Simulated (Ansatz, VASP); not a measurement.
# Ge in VASP and in Ansatz

```
Ge
1.0
     0.00000    2.76254    2.59983
     2.76254    0.00000    2.59983
     2.76254    2.76254    0.00000
Ge
2
Direct
  0.50000 0.50000 0.50000
  0.75000 0.75000 0.75000
```

Alike in both runs: task single point; functional LDA; k mesh 16 × 16 × 16; occupations gaussian, width 0.15 eV; no spin polarisation.

```csv
,VASP,Ansatz
version,VASP 6.6.1,Ansatz 0.2.0
potentials or method,"VASP PAW LDA potentials, release 64 (Ge_d), cutoff 520 eV","scalar-relativistic, plane waves, PAW"
valence electrons in the cell,28,28
```

Ansatz gave:

| Item | Value |
| --- | --- |
| gap on the k mesh at the Fermi level (eV) | none |
| pressure (GPa) | 10.5 |
| traceless stress, the component that is largest in VASP (GPa) | 2.58 |

Q: What did VASP give for the same quantities?

A: gap on the k mesh at the Fermi level (eV): none; pressure (GPa): 10.7; traceless stress, the component that is largest in VASP (GPa): 2.57.

LDA's correlation is that of Perdew and Zunger in VASP and of Perdew and Wang (1992) in Ansatz. A gap of «none» marks a metal or a gap that the smearing closes.
